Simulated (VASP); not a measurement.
# Ga in VASP: notebook

Runs on Ga. Level: PBEsol. Tasks: single point.

Program: VASP 6.6.1. These are calculated values, not measurements. Logs are shortened: lines on timing, memory, paths and dates and some standing lists are left out, and cuts for length are marked.

**1. The cell of the first run**

Symmetry: C2/c, No. 15, monoclinic system. Conventional cell: a = 2.766 Å, b = 8.053 Å, c = 3.332 Å, α = 90.00°, β = 92.02°, γ = 90.00°. Within 3.5 Å of Ga (site symmetry 2) lie 10 Ga at 2.69 to 3.33 Å.

**2. Single point, PBEsol, non-collinear spin, zero start, spin-orbit coupling**

File INCAR:

```
SYSTEM = Ga
PREC = Accurate ; ENCUT = 520
EDIFF = 1E-7 ; ISMEAR = -1
SIGMA = 0.05 ; LREAL = .FALSE.
LASPH = .TRUE. ; NELM = 150
ALGO = Normal ; ISIF = 2
LWAVE = .FALSE. ; LCHARG = .FALSE.
MAGMOM = 0 0 0 0 0 0 ; LORBIT = 11
LSORBIT = .TRUE. ; GGA_COMPAT = .FALSE.
LORBMOM = .TRUE. ; GGA = PS
NBANDS = 38
```

File KPOINTS:

```
regular mesh
0
G
  7 7 6
  0 0 0
```

File POSCAR:

```
Ga
1.0
    1.3830000000     -4.0265000000      0.0000000000
    1.3830000000      4.0265000000      0.0000000000
   -0.1174474948      0.0000000000      3.3299294416
Ga
2
Direct
    0.1310000000      0.8690000000      0.7500000000
    0.8690000000      0.1310000000      0.2500000000
```

Potentials or basis: VASP PAW PBE potentials, release 64 (Ga_d).

Launch:

```bash
> cat potpaw_PBE.64/Ga_d/POTCAR > POTCAR
> mpirun -np 1 vasp_ncl > vasp.out
```

OUTCAR:

```text
SYSTEM = Ga
   PREC = Accurate
   ENCUT = 520
   EDIFF = 1E-7
   ISMEAR = -1
   LREAL = .FALSE.
   LASPH = .TRUE.
   NELM = 150
   ISIF = 2
   LORBIT = 11
   LSORBIT = .TRUE.
   GGA = PS

 ion  position               nearest neighbor table
   1  0.131  0.869  0.750-   2 2.69   2 2.69   2 2.86   2 2.86   2 2.92   2 2.92
   2  0.869  0.131  0.250-   1 2.69   1 2.69   1 2.86   1 2.86   1 2.92   1 2.92

  LATTYP: Found a base centered monoclinic cell.
 ALAT       =     2.7660000000
 B/A-ratio  =     2.9114244396
 C/A-ratio  =     1.2046276211
 COS(beta)  =    -0.0352483478

  Lattice vectors:

 A1 = (   1.3830000000,  -4.0265000000,   0.0000000000)
 A2 = (   1.3830000000,   4.0265000000,   0.0000000000)
 A3 = (  -0.1174474948,   0.0000000000,   3.3299294416)

Analysis of symmetry for initial positions (statically):
=====================================================================
 Subroutine PRICEL returns:
 Original cell was already a primitive cell.

 Routine SETGRP: Setting up the symmetry group for a
 base centered monoclinic supercell.

 Subroutine GETGRP returns: Found  4 space group operations
 (whereof  2 operations were pure point group operations)
 out of a pool of  4 trial point group operations.

The static configuration has the point symmetry S_2 .
 The point group associated with its full space group is C_2h.

Analysis of symmetry for dynamics (positions and initial velocities):
=====================================================================
 Subroutine PRICEL returns:
 Original cell was already a primitive cell.

 Routine SETGRP: Setting up the symmetry group for a
 base centered monoclinic supercell.

 Subroutine GETGRP returns: Found  4 space group operations
 (whereof  2 operations were pure point group operations)
 out of a pool of  4 trial point group operations.

The dynamic configuration has the point symmetry S_2 .
 The point group associated with its full space group is C_2h.

Analysis of structural, dynamic, and magnetic symmetry:
=====================================================================
 Subroutine PRICEL returns:
 Original cell was already a primitive cell.

 Routine SETGRP: Setting up the symmetry group for a
 base centered monoclinic supercell.

 Subroutine GETGRP returns: Found  4 space group operations
 (whereof  2 operations were pure point group operations)
 out of a pool of  4 trial point group operations.

The overall configuration has the point symmetry S_2 .
 The point group associated with its full space group is C_2h.

 Subroutine INISYM returns: Found  4 space group operations
 (whereof  2 operations are pure point group operations),
 and found     1 'primitive' translations

[... 1164 lines left out ...]

  FREE ENERGIE OF THE ION-ELECTRON SYSTEM (eV)
  ---------------------------------------------------
  free  energy   TOTEN  =        -6.6469288944 eV

  energy  without entropy=       -6.6388524447  energy(sigma->0) =       -6.64289067

 orbital moment (x)

 # of ion     p       d       tot
 ----------------------------------------
  1         0.000  -0.000  -0.000
  2         0.000  -0.000  -0.000
 ----------------------------------------
            0.000  -0.000  -0.000

 orbital moment (y)

 # of ion     p       d       tot
 ----------------------------------------
  1         0.000  -0.000  -0.000
  2         0.000  -0.000  -0.000
 ----------------------------------------
            0.000  -0.000  -0.000

 orbital moment (z)

 # of ion     p       d       tot
 ----------------------------------------
  1         0.000   0.000   0.000
  2         0.000   0.000   0.000
 ----------------------------------------
            0.000   0.000   0.000

 Spin-Orbit-Coupling matrix elements

 Ion:    1  E_soc:     -0.0110247
 l=   1
     0.0000000    -0.0009967    -0.0010316
    -0.0009967     0.0000000    -0.0009747
    -0.0010316    -0.0009747     0.0000000
 l=   2
     0.0000000    -0.0001677     0.0000000    -0.0001692    -0.0006731
    -0.0001677     0.0000000    -0.0005007    -0.0001664    -0.0001661
     0.0000000    -0.0005007     0.0000000    -0.0005009     0.0000000
    -0.0001692    -0.0001664    -0.0005009     0.0000000    -0.0001652
    -0.0006731    -0.0001661     0.0000000    -0.0001652     0.0000000
 l=   3
     0.0000000     0.0000000     0.0000000     0.0000000     0.0000000     0.0000000     0.0000000
     0.0000000     0.0000000     0.0000000     0.0000000     0.0000000     0.0000000     0.0000000
     0.0000000     0.0000000     0.0000000     0.0000000     0.0000000     0.0000000     0.0000000
     0.0000000     0.0000000     0.0000000     0.0000000     0.0000000     0.0000000     0.0000000
     0.0000000     0.0000000     0.0000000     0.0000000     0.0000000     0.0000000     0.0000000
     0.0000000     0.0000000     0.0000000     0.0000000     0.0000000     0.0000000     0.0000000
     0.0000000     0.0000000     0.0000000     0.0000000     0.0000000     0.0000000     0.0000000

 Ion:    2  E_soc:     -0.0110247
 l=   1
     0.0000000    -0.0009967    -0.0010316
    -0.0009967     0.0000000    -0.0009747
    -0.0010316    -0.0009747     0.0000000
 l=   2
     0.0000000    -0.0001677     0.0000000    -0.0001692    -0.0006731
    -0.0001677     0.0000000    -0.0005007    -0.0001664    -0.0001661
     0.0000000    -0.0005007     0.0000000    -0.0005009     0.0000000
    -0.0001692    -0.0001664    -0.0005009     0.0000000    -0.0001652
    -0.0006731    -0.0001661     0.0000000    -0.0001652     0.0000000
 l=   3
     0.0000000     0.0000000     0.0000000     0.0000000     0.0000000     0.0000000     0.0000000
     0.0000000     0.0000000     0.0000000     0.0000000     0.0000000     0.0000000     0.0000000
     0.0000000     0.0000000     0.0000000     0.0000000     0.0000000     0.0000000     0.0000000
     0.0000000     0.0000000     0.0000000     0.0000000     0.0000000     0.0000000     0.0000000
     0.0000000     0.0000000     0.0000000     0.0000000     0.0000000     0.0000000     0.0000000
     0.0000000     0.0000000     0.0000000     0.0000000     0.0000000     0.0000000     0.0000000
     0.0000000     0.0000000     0.0000000     0.0000000     0.0000000     0.0000000     0.0000000

 total charge

# of ion       s       p       d       tot
------------------------------------------
    1        0.999   0.615   9.959  11.573
    2        0.999   0.615   9.959  11.573
--------------------------------------------------
tot          1.998   1.230  19.918  23.146

 magnetization (x)

# of ion       s       p       d       tot
------------------------------------------
    1        0.000   0.000   0.000   0.000
    2        0.000   0.000   0.000   0.000
--------------------------------------------------
tot          0.000   0.000   0.000   0.000

 magnetization (y)

# of ion       s       p       d       tot
------------------------------------------
    1       -0.000  -0.000   0.000  -0.000
    2       -0.000  -0.000   0.000  -0.000
--------------------------------------------------
tot         -0.000  -0.000   0.000  -0.000

 magnetization (z)

# of ion       s       p       d       tot
------------------------------------------
    1        0.000   0.000   0.000   0.000
    2        0.000   0.000   0.000   0.000
--------------------------------------------------
tot          0.000   0.000   0.000   0.000
```

OSZICAR:

```text
N       E                     dE             d eps       ncg     rms          rms(c)
DAV:   1     0.191600480708E+03    0.19160E+03   -0.12076E+04  7222   0.262E+03
DAV:   2     0.193385023695E+02   -0.17226E+03   -0.16478E+03  6806   0.533E+02
DAV:   3    -0.590150492161E+01   -0.25240E+02   -0.24817E+02  7576   0.149E+02
DAV:   4    -0.671822035734E+01   -0.81672E+00   -0.81409E+00  7824   0.300E+01
DAV:   5    -0.673514170573E+01   -0.16921E-01   -0.16918E-01  8286   0.448E+00    0.154E+00
DAV:   6    -0.666134397891E+01    0.73798E-01   -0.14718E-01  9034   0.675E+00    0.744E-01
DAV:   7    -0.664851788409E+01    0.12826E-01   -0.30600E-02  9420   0.223E+00    0.216E-01
DAV:   8    -0.664691344659E+01    0.16044E-02   -0.48520E-03  7324   0.102E+00    0.312E-02
DAV:   9    -0.664692724454E+01   -0.13798E-04   -0.34582E-04  8360   0.229E-01    0.181E-02
DAV:  10    -0.664692850811E+01   -0.12636E-05   -0.33116E-05  7520   0.699E-02    0.684E-03
DAV:  11    -0.664692866877E+01   -0.16066E-06   -0.35861E-06  9898   0.188E-02    0.317E-03
DAV:  12    -0.664692888106E+01   -0.21229E-06   -0.40597E-07  7832   0.919E-03    0.373E-04
DAV:  13    -0.664692889443E+01   -0.13367E-07   -0.59872E-08  5306   0.263E-03
   1 F= -.66469289E+01 E0= -.66428907E+01  d E =-.807645E-02  mag=     0.0000     0.0000     0.0000
```

Run time: 4 min. Hardware: 1 thread of Intel Xeon 6975P-C, shared host; peak memory 0.39 GiB.

What came out:

```yaml
Free_energy: -6.6469 eV
Pressure: -1.5 GPa
Largest_force: 0.140 eV/Å
Net_moment: 0.00 μB per cell
Valence_electrons_inside_the_program's_atomic_spheres: Ga 11.57
```

Forces in eV/Å, atoms in the order of the input:
```
Ga   0.000 -0.140  0.000
Ga   0.000  0.140  0.000
```

Moments on the atoms (μB; x, y, z):
```
Ga  0.00 0.00 0.00
Ga  0.00 0.00 0.00
```

Caveat: the PAW data sets were made with another functional, which shifts forces and pressure a little.

**3. Single point, PBEsol**

This run uses another cell than the first one, of 14.66 Å³/atom, 0.791 times its volume.

File INCAR:

```
SYSTEM = Ga
  ALGO = Fast
  EDIFF = 1E-7
  ENCUT = 520
  GGA = PS
  ISIF = 2
  ISMEAR = -1
  LASPH = .TRUE.
  LCHARG = .FALSE.
  LREAL = .FALSE.
  LWAVE = .FALSE.
  NBANDS = 20
  NELM = 60
  PREC = Accurate
  SIGMA = 0.05
```

File KPOINTS:

```
k-points
0
G
  10 10 8
  0 0 0
```

File POSCAR:

```
Ga
1.0
    1.3017196311     -3.8358129731      0.0237799301
    1.3017196311      3.8358129731      0.0237799301
   -0.0532886625      0.0000000000      2.9356238915
Ga
2
Direct
    0.1338722112      0.8661277888      0.7500000000
    0.8661277888      0.1338722112      0.2500000000
```

Potentials or basis: VASP PAW PBE potentials, release 64 (Ga_d).

Launch:

```bash
> cat potpaw_PBE.64/Ga_d/POTCAR > POTCAR
> mpirun -np 1 vasp_std > vasp.out
```

It took 2.8 min on 1 thread of Intel Xeon 6975P-C, shared host; peak memory 0.23 GiB.

The run converged. Its results:

* Free energy: -6.3597 eV
* Pressure: 20.2 GPa
* Largest force: 0.004 eV/Å
* Band gap on the k mesh: zero (band 13 reaches 13.73 eV, above the bottom of band 14 at 2.63 eV)

Forces in eV/Å, atoms in the order of the input:
```
Ga   0.000  0.004  0.000
Ga   0.000 -0.004  0.000
```

Stress tensor (GPa, compression positive):
```
20.21  0.00  0.00
 0.00 20.14  0.00
 0.00  0.00 20.11
```

Levels at points of the mesh, in eV from the Fermi level:
```csv
k point,band 11,band 12,band 13,band 14,band 15,band 16
"(0.00, 0.00, 0.00)",-13.50,-3.58,-1.77,2.97,7.14,10.14
"(0.50, 0.00, 0.00)",-7.18,-6.68,-2.59,-0.31,7.43,8.29
"(0.50, 0.50, 0.00)",-11.24,-10.33,5.51,6.61,7.76,8.28
"(0.00, 0.00, 0.50)",-8.87,-8.87,1.41,1.41,2.48,2.48
"(0.50, 0.00, 0.50)",-3.30,-3.29,-1.69,-1.69,1.89,1.90
"(0.50, 0.50, 0.50)",-6.54,-6.54,-5.59,-5.59,12.51,12.51
```

Caveat: the PAW data sets were made with another functional, which shifts forces and pressure a little.

(Continued in part 2 of 2.)
